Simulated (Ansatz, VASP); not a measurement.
## As, level by level in two programs

```
As
1.0
     1.80033   -5.42567    0.00000
     1.80033    5.42567    0.00000
     0.00000    0.00000    4.40959
As
4
Direct
  0.39000 0.61000 0.56000
  0.89000 0.11000 0.94000
  0.61000 0.39000 0.44000
  0.11000 0.89000 0.06000
```

Single points on this cell with VASP 6.6.1 and Ansatz 0.2.0. Each row is one pair of runs. Alike in all rows: spin: off; k mesh: 8 × 8 × 6; smearing: fermi-dirac, width 0.05 eV.

```csv
level,"VASP's potentials, cutoff","Ansatz's potentials, cutoff","gap on the k mesh at the Fermi level (eV), VASP","gap on the k mesh at the Fermi level (eV), Ansatz","pressure (GPa), VASP","pressure (GPa), Ansatz","rms of the force components (eV/Å), VASP","rms of the force components (eV/Å), Ansatz"
LDA,"VASP PAW LDA potentials, release 64 (As), 520 eV","Ansatz PAW, 420 eV",none,none,1.6,1.1,0.179,0.133
r2SCAN,"VASP PAW PBE potentials, release 64 (As), 520 eV","Ansatz PAW, 500 eV",0.18,0.18,4.9,4.7,0.103,0.105
PBE,"VASP PAW PBE potentials, release 64 (As), 520 eV","Ansatz PAW, 420 eV",none,none,6.7,6.3,0.290,0.247
```

Gap on the k mesh at the fermi level (eV): the two programs differ by at most 0.003; pressure (GPa): the two programs differ by at most 0.51; rms of the force components (eV/Å): the two programs differ by at most 0.0451.

VASP's potentials hold 20 valence electrons a cell and Ansatz's 60, so a difference there can come from the potentials and not from the codes.

A gap of «none» marks a metal or a gap that the smearing closes.
